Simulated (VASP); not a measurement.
# Zr2SeS2 (P-3m1) in VASP: further runs, part 2 of 2

VASP 6.6.1. Earlier steps stand in the parts before.

**3. Single point, PBE**

This run uses another cell than the first one, of 26.30 Å³/atom.

File INCAR:

```
SYSTEM = Zr2SeS2
PREC     = Accurate       ! precision mode
ENCUT    = 520            ! plane-wave cutoff, eV
EDIFF    = 1E-6           ! SCF threshold, eV
ISMEAR   = 0              ! smearing method
SIGMA    = 0.1            ! smearing width, eV
LREAL    = .FALSE.        ! projectors in reciprocal space
LASPH    = .TRUE.         ! aspherical terms in the spheres
NELM     = 80             ! most SCF steps
ALGO     = Normal         ! electronic algorithm
ISIF     = 2              ! what is computed and relaxed
LWAVE    = .FALSE.        ! write WAVECAR
LCHARG   = .TRUE.         ! write CHGCAR
GGA      = PE             ! functional
LELF     = .TRUE.         ! ELF
LVHAR    = .TRUE.       
NBANDS   = 29             ! bands
```

File KPOINTS:

```
Automatic mesh
0
G
  6 6 4
  0 0 0
```

File POSCAR:

```
Zr2SeS2
1.0
    4.5193165600      0.0000000000      0.0000000000
   -2.2596582800      3.9138429500      0.0000000000
    0.0000000000      0.0000000000      7.4345836100
Zr Se S
2 1 2
Direct
    0.3333333300      0.6666666700      0.6200000000
    0.6666666700      0.3333333300      0.3800000000
    0.0000000000      0.0000000000      0.0000000000
    0.3333333300      0.6666666700      0.2599999900
    0.6666666700      0.3333333300      0.7400000100
```

Potentials or basis: VASP PAW PBE potentials, release 64 (Zr_sv, Se, S).

The run is started by

```bash
> cat potpaw_PBE.64/Zr_sv/POTCAR potpaw_PBE.64/Se/POTCAR potpaw_PBE.64/S/POTCAR > POTCAR
> mpirun -np 1 vasp_std > vasp.out
```

OUTCAR:

```text
SYSTEM = Zr2SeS2
   PREC = Accurate
   ENCUT = 520
   EDIFF = 1E-6
   ISMEAR = 0
   LREAL = .FALSE.
   LASPH = .TRUE.
   NELM = 80
   ISIF = 2
   GGA = PE

 ion  position               nearest neighbor table
   1  0.333  0.667  0.620-   4 2.68   5 2.76   5 2.76   5 2.76   2 3.16   2 3.16   2 3.16
   2  0.667  0.333  0.380-   5 2.68   4 2.76   4 2.76   4 2.76   1 3.16   1 3.16   1 3.16
   3  0.000  0.000  0.000-
   4  0.333  0.667  0.260-   1 2.68   2 2.76   2 2.76   2 2.76
   5  0.667  0.333  0.740-   2 2.68   1 2.76   1 2.76   1 2.76

  LATTYP: Found a hexagonal cell.
 ALAT       =     4.5193165600
 C/A-ratio  =     1.6450681229

  Lattice vectors:

 A1 = (   4.5193165600,   0.0000000000,   0.0000000000)
 A2 = (  -2.2596582800,   3.9138429500,   0.0000000000)
 A3 = (   0.0000000000,   0.0000000000,   7.4345836100)

Analysis of symmetry for initial positions (statically):
=====================================================================
 Subroutine PRICEL returns:
 Original cell was already a primitive cell.

 Routine SETGRP: Setting up the symmetry group for a
 hexagonal supercell.

 Subroutine GETGRP returns: Found 12 space group operations
 (whereof 12 operations were pure point group operations)
 out of a pool of 24 trial point group operations.

The static configuration has the point symmetry D_3d.

Analysis of symmetry for dynamics (positions and initial velocities):
=====================================================================
 Subroutine PRICEL returns:
 Original cell was already a primitive cell.

 Routine SETGRP: Setting up the symmetry group for a
 hexagonal supercell.

 Subroutine GETGRP returns: Found 12 space group operations
 (whereof 12 operations were pure point group operations)
 out of a pool of 24 trial point group operations.

The dynamic configuration has the point symmetry D_3d.

 Subroutine INISYM returns: Found 12 space group operations
 (whereof 12 operations are pure point group operations),
 and found     1 'primitive' translations

----------------------------------------------------------------------------------------

                                     Primitive cell

  volume of cell :     131.5021

  direct lattice vectors                    reciprocal lattice vectors
     4.519316560  0.000000000  0.000000000     0.221272395  0.127751677  0.000000000
    -2.259658280  3.913842950  0.000000000     0.000000000  0.255503354  0.000000000
     0.000000000  0.000000000  7.434583610     0.000000000  0.000000000  0.134506524

  length of vectors
     4.519316560  4.519316561  7.434583610     0.255503354  0.255503354  0.134506524

  position of ions in fractional coordinates (direct lattice)
     0.333333330  0.666666670  0.620000000
     0.666666670  0.333333330  0.380000000
     0.000000000  0.000000000  0.000000000
     0.333333330  0.666666670  0.259999990
     0.666666670  0.333333330  0.740000010

  ion indices of the primitive-cell ions
   primitive index   ion index
                 1           1
                 2           2
                 3           3
                 4           4
                 5           5

----------------------------------------------------------------------------------------

 KPOINTS: Automatic mesh

[... 24 lines left out ...]
  0.000000  0.000000  0.000000      1.000000
  0.166667 -0.000000  0.000000      6.000000
  0.333333 -0.000000  0.000000      6.000000
  0.500000 -0.000000  0.000000      3.000000
  0.166667  0.166667  0.000000      6.000000
  0.333333  0.166667  0.000000     12.000000
[... 16 lines left out ...]
  0.333333  0.166667  0.500000     12.000000
  0.333333  0.333333  0.500000      2.000000
   k-points           NKPTS =     24   k-points in BZ     NKDIM =     24   number of bands    NBANDS=     29
   number of dos      NEDOS =    301   number of ions     NIONS =      5
   total plane-waves  NPLWV =  72576
   dimension x,y,z NGX =    36 NGY =   36 NGZ =   56
   dimension x,y,z NGXF=    72 NGYF=   72 NGZF=  112
   ions per type =               2   1   2
   NGX,Y,Z   is equivalent  to a cutoff of  13.24, 13.24, 12.52 a.u.
   NGXF,Y,Z  is equivalent  to a cutoff of  26.49, 26.49, 25.04 a.u.
 SYSTEM =  Zr2SeS2
   PREC   = accura    normal or accurate (medium, high low for compatibility)
   ISTART =      0    job   : 0-new  1-cont  2-samecut
   ICHARG =      2    charge: 1-file 2-atom 10-const
   ISPIN  =      1    spin polarized calculation?
   LNONCOLLINEAR =      F non collinear calculations
   LSORBIT =      F    spin-orbit coupling
   LASPH  =      T    aspherical Exc in radial PAW
   ENCUT  =  520.0 eV  38.22 Ry    6.18 a.u.   8.40  8.40 13.82*2*pi/ulx,y,z
   NELM   =     80;   NELMIN=  2; NELMDL= -5     # of ELM steps
   EDIFF  = 0.1E-05   stopping-criterion for ELM
   LREAL  =      F    real-space projection
   EDIFFG = 0.1E-04   stopping-criterion for IOM
   NSW    =      0    number of steps for IOM
   IBRION =     -1    ionic relax: 0-MD 1-quasi-New 2-CG
   NFREE  =      0    steps in history (QN), initial steepest desc. (CG)
   ISIF   =      2    stress and relaxation
   ISYM   =      2    0-nonsym 1-usesym 2-fastsym
   POTIM  = 0.5000    time-step for ionic-motion
   TEBEG  =    0.0;   TEEND  =   0.0 temperature during run
   PSTRESS=    0.0 pullay stress
   NELECT =      42.0000    total number of electrons
   NUPDOWN=      -1.0000    fix difference up-down
   EMIN   =  10.00;   EMAX   =-10.00  energy-range for DOS
   EFERMI =   0.00;   METHOD = LEGACY
   ISMEAR =     0;   SIGMA  =   0.10  broadening in eV -4-tet -1-fermi 0-gaus
   EFERMI_NEDOS =   21; number of points for ismear=-14 and -15
   IALGO  =     38    algorithm
   IMIX   =      4    mixing-type and parameters
     AMIX     =   0.40;   BMIX     =  1.00
     AMIX_MAG =   1.60;   BMIX_MAG =  1.00
  volume/ion in A,a.u.               =      26.30       177.48
  Fermi-wavevector in a.u.,A,eV,Ry     =   1.119044  2.114686 17.038011  1.252258
  Thomas-Fermi vector in A             =   2.255679
   LORBIT       =      0    0 simple, 1 ext, 2 COOP (PROOUT), +10 PAW based schemes
   GGA     = PE    functional components
   LHFCALC =     F    Hartree Fock is set to
   AEXX    =    0.0000 exact exchange contribution
   IVDW    =     0    specifies the selected vdW correction
   LEPSILON=     F    determine dielectric tensor
   LRPA    =     F    only Hartree local field effects (RPA)
 non-spin polarized calculation
 Gauss-broadening in eV      SIGMA  =   0.10
  energy-cutoff  :      520.00
  volume of cell :      131.50
 maximum number of plane-waves:      3592
 NGX is ok and might be reduce to    36
   NGX = 17   NGY = 17   NGZ = 27

 number of electron      42.0000002 magnetization

 Free energy of the ion-electron system (eV)
  ---------------------------------------------------
  ext. energy  EPLUGINS =         0.00000000
  ---------------------------------------------------
  free energy    TOTEN  =       -31.34553590 eV

  energy without entropy =      -31.32824171  energy(sigma->0) =      -31.33688880

 E-fermi :   4.7736     XC(G=0):  -9.3763

 val. band max:        4.7503935643   @ k =   0.1667  -0.0000   0.5000
 cond. band min:       4.7839920588   @ k =   0.5000  -0.0000   0.5000
 fundamental gap:      0.0335984945
 Fermi energy:         4.7735585687

 k-point     1 :       0.0000    0.0000    0.0000
  band No.  band energies     occupation
      1     -44.8049      2.00000
      2     -44.7234      2.00000
      3     -22.8965      2.00000
      4     -22.8965      2.00000
      5     -22.8423      2.00000
      6     -22.6694      2.00000
[... 757 lines left out ...]
     28       7.4006      0.00000
     29       7.4006      0.00000

------------------------ aborting loop because EDIFF is reached ----------------------------------------

  FORCE on cell =-STRESS in cart. coord.  units (eV):
  Direction    XX          YY          ZZ          XY          YZ          ZX
  --------------------------------------------------------------------------------------
  -------------------------------------------------------------------------------------
  Total       -7.1990187     -7.1990187     -9.5202538      0.0000000      0.0000000      0.0000000
  in kB      -87.7103972    -87.7103973   -115.9915361      0.0000000      0.0000000      0.0000000
  external PRESSURE =     -97.1374435 kB  Pullay stress =       0.0000000 kB

 VOLUME and BASIS-vectors are now :
 -----------------------------------------------------------------------------
  energy-cutoff  :      520.00
  volume of cell :      131.50
      direct lattice vectors                 reciprocal lattice vectors
     4.519316560  0.000000000  0.000000000     0.221272395  0.127751677  0.000000000
    -2.259658280  3.913842950  0.000000000     0.000000000  0.255503354  0.000000000
     0.000000000  0.000000000  7.434583610     0.000000000  0.000000000  0.134506524

 POSITION                                       TOTAL-FORCE (eV/Angst)
 -----------------------------------------------------------------------------------
     -0.00000      2.60923      4.60944         0.000000     -0.000000      2.393661
      2.25966      1.30461      2.82514        -0.000000      0.000000     -2.393661
      0.00000      0.00000      0.00000         0.000000      0.000000      0.000000
     -0.00000      2.60923      1.93299        -0.000000      0.000000      2.559064
      2.25966      1.30461      5.50159         0.000000      0.000000     -2.559064
 -----------------------------------------------------------------------------------
    total drift:                                0.000000      0.000000      0.000000

  FREE ENERGIE OF THE ION-ELECTRON SYSTEM (eV)
  ---------------------------------------------------
  free  energy   TOTEN  =       -31.3455358976 eV

  energy  without entropy=      -31.3282417112  energy(sigma->0) =      -31.33688880
```

It took 37 s on 1 thread of Intel Xeon 6975P-C (Granite Rapids), shared host; peak memory 0.3 GiB.

Results:

```
Free energy            : -31.3455 eV
Pressure               : -9.7 GPa
Largest force          : 2.559 eV/Å
Band gap on the k mesh : zero (bands 21 and 22 overlap by 0.47 eV)
```

Forces in eV/Å, atoms in the order of the input:
```
Zr   0.000  0.000  2.394
Zr   0.000  0.000 -2.394
Se   0.000  0.000  0.000
S    0.000  0.000  2.559
S    0.000  0.000 -2.559
```

Stress tensor (GPa, compression positive):
```
 -8.77   0.00   0.00
  0.00  -8.77   0.00
  0.00   0.00 -11.60
```

Caveat: the cell stands under tension; forces of over 1 eV/Å act on the atoms, so gaps and moduli don't describe the material at rest.

**4. Single point, PBE**

File INCAR:

```
ALGO = Normal
EDIFF = 1E-6
ENCUT = 520
GGA = PE
ISIF = 2
ISMEAR = 0
LASPH = T
LCHARG = F
LREAL = F
LWAVE = F
NBANDS = 29
NELM = 80
PREC = Accurate
SIGMA = 0.1
```

File KPOINTS:

```
k-points
0
Gamma
  12 12 6
```

File POSCAR:

```
Zr2SeS2
1.0
    4.3580942337      0.0000000000      0.0000000000
   -2.1790471169      3.7742203185      0.0000000000
    0.0000000000      0.0000000000      6.4413547267
Zr Se S
2 1 2
Direct
    0.3333333333      0.6666666667      0.7183053640
    0.6666666667      0.3333333333      0.2816946360
    0.0000000000      0.0000000000      0.0000000000
    0.3333333333      0.6666666667      0.3244948391
    0.6666666667      0.3333333333      0.6755051609
```

The run is started by

```bash
> cat potpaw_PBE.64/Zr_sv/POTCAR potpaw_PBE.64/Se/POTCAR potpaw_PBE.64/S/POTCAR > POTCAR
> mpirun -np 1 vasp_std > vasp.out
```

It took 88 s on 1 thread of Intel Xeon 6975P-C (Granite Rapids), shared host; peak memory 0.41 GiB.

Results (log left out):

- Free energy: -34.9563 eV
- Pressure: 0.0 GPa
- Largest force: 0.005 eV/Å
- Band gap on the k mesh: zero (bands 21 and 22 overlap by 0.77 eV)

Forces in eV/Å, atoms in the order of the input:
```
Zr   0.000  0.000 -0.003
Zr   0.000  0.000  0.003
Se   0.000  0.000  0.000
S    0.000  0.000 -0.005
S    0.000  0.000  0.005
```

Levels at points of the mesh, in eV from the Fermi level:
```
           k point  band 19  band 20  band 21  band 22  band 23  band 24
(0.00, 0.00, 0.00)    -2.30    -1.73    -0.58    -0.58    -0.53     1.77
(0.50, 0.00, 0.00)    -3.23    -2.36    -0.43     0.07     0.69     0.99
(0.00, 0.00, 0.50)    -2.18    -2.18     0.09     0.09     0.55     0.55
(0.50, 0.00, 0.50)    -2.79    -2.19    -0.08     0.33     0.63     0.87
```

**5. Relaxation of cell and atoms, PBE**

This run uses another cell than the first one, of 26.30 Å³/atom.

File INCAR:

```
SYSTEM = Zr2SeS2
ALGO = Normal
EDIFF = 1E-7
EDIFFG = -0.04
ENCUT = 600
GGA = PE
IBRION = 2
ISIF = 3
ISMEAR = 0
LASPH = .True.
LCHARG = .False.
LREAL = .False.
LWAVE = .False.
NELM = 60
NSW = 90
PREC = Accurate
SIGMA = 0.1
```

File KPOINTS:

```
k-points
0
Gamma
  6 6 4
  0 0 0
```

File POSCAR:

```
Zr2SeS2
1.0
    4.5193165600      0.0000000000      0.0000000000
   -2.2596582800      3.9138429500      0.0000000000
    0.0000000000      0.0000000000      7.4345836100
Zr Se S
2 1 2
Direct
    0.3333333300      0.6666666700      0.6200000000
    0.6666666700      0.3333333300      0.3800000000
    0.0000000000      0.0000000000      0.0000000000
    0.3333333300      0.6666666700      0.2599999900
    0.6666666700      0.3333333300      0.7400000100
```

The run is started by

```bash
> cat potpaw_PBE.64/Zr_sv/POTCAR potpaw_PBE.64/Se/POTCAR potpaw_PBE.64/S/POTCAR > POTCAR
> mpirun -np 1 vasp_std > vasp.out
```

It took 7.6 min on 1 thread of Intel Xeon 6975P-C (Granite Rapids), shared host; peak memory 0.34 GiB.

It converged, with:

```
Free energy                           : -34.9439 eV
Relaxed volume                        : 21.24 Å³/atom
Relaxed cell                          : a = 4.358 Å, b = 4.358 Å, c = 6.456 Å, α = 90.00°, β = 90.00°, γ = 120.00°
Space group after relaxing (to 0.1 Å) : P-3m1 (No. 164)
Energy gained by relaxing             : 719.6 meV/atom
Ionic steps                           : 16
Pressure after relaxing               : -0.1 GPa
Largest force after relaxing          : 0.013 eV/Å
Band gap on the k mesh                : zero (bands 21 and 22 overlap by 0.73 eV)
```

Forces on the atoms (eV/Å):
```
Zr   0.000  0.000  0.013
Zr   0.000  0.000 -0.013
Se   0.000  0.000  0.000
S    0.000  0.000 -0.001
S    0.000  0.000  0.001
```

Stress tensor (GPa, compression positive):
```
-0.13  0.00  0.00
 0.00 -0.13  0.00
 0.00  0.00  0.07
```

The path:
```csv
step,energy change (eV),largest force (eV/Å),pressure (GPa),volume (Å³)
1,0.0000,2.5586,-9.70,131.50
2,-1.5322,4.1067,8.82,103.45
3,-1.5491,3.9431,6.58,105.36
4,-2.7952,1.4360,6.41,102.78
5,-3.1415,0.9840,7.32,100.93
6,-3.1812,1.0315,7.79,100.18
7,-3.3629,0.4545,-6.98,114.53
8,-3.5211,0.6925,-2.06,108.27
9,-3.5756,0.2703,-0.01,105.98
10,-3.5763,0.2120,-0.24,106.20
11,-3.5840,0.1542,0.36,105.58
12,-3.5864,0.1381,0.95,105.01
13,-3.5910,0.1448,0.58,105.40
14,-3.5954,0.1559,-0.23,106.28
15,-3.5974,0.0861,-0.15,106.24
16,-3.5982,0.0134,-0.06,106.19
```

Final structure:
```xyz
5
Lattice="4.3583 0.0000 0.0000 -2.1791 3.7744 0.0000 0.0000 0.0000 6.4557" Properties=species:S:1:pos:R:3 pbc="T T T"
Zr    0.0000    2.5163    4.6322
Zr    2.1791    1.2581    1.8235
Se    0.0000    0.0000    0.0000
S     0.0000    2.5163    2.0953
S     2.1791    1.2581    4.3604
```

Levels at points of the mesh, in eV from the Fermi level:
```tsv
k point	band 19	band 20	band 21	band 22	band 23	band 24
(0.00, 0.00, 0.00)	-2.28	-1.73	-0.57	-0.57	-0.52	1.77
(0.50, 0.00, 0.00)	-3.23	-2.37	-0.44	0.06	0.69	0.99
(0.00, 0.00, 0.50)	-2.16	-2.16	0.08	0.08	0.56	0.56
(0.50, 0.00, 0.50)	-2.78	-2.19	-0.10	0.31	0.62	0.86
```

Caveat: the volume moved by over 15 % at a fixed basis, so the end points are rough.

**6. Summary**

```csv
task,cell,k mesh,cutoff (eV),gap on the mesh (eV),pressure (GPa),largest force (eV/Å)
single point,"a = 4.354, b = 4.354, c = 6.446 Å, angles 90.0, 90.0, 120.0°, 5 atoms, atomic positions A",6 × 6 × 4,520,none,0.2,0.02
single point,"a = 4.519, b = 4.519, c = 7.435 Å, angles 90.0, 90.0, 120.0°, 5 atoms, atomic positions B",6 × 6 × 4,520,none,-9.7,2.56
single point,"a = 4.358, b = 4.358, c = 6.441 Å, angles 90.0, 90.0, 120.0°, 5 atoms, atomic positions A",12 × 12 × 6,520,none,0.0,0.01
relaxation of cell and atoms,"relaxed from a = 4.519, b = 4.519, c = 7.435 Å, angles 90.0, 90.0, 120.0°, 5 atoms, atomic positions B",6 × 6 × 4,600,none,-0.1,0.01
```

Alike in all rows: level PBE; potentials or basis VASP PAW PBE potentials, release 64 (Zr_sv, Se, S); no spin polarisation; smearing gaussian 0.1 eV.

Caveats: the cell stands under tension (at least some runs); forces of over 1 eV/Å act on the atoms, so gaps and moduli don't describe the material at rest (at least some runs); the volume moved by over 15 % at a fixed basis, so the end points are rough (at least some runs).

Absolute energies hang on the potentials; compare differences alone.
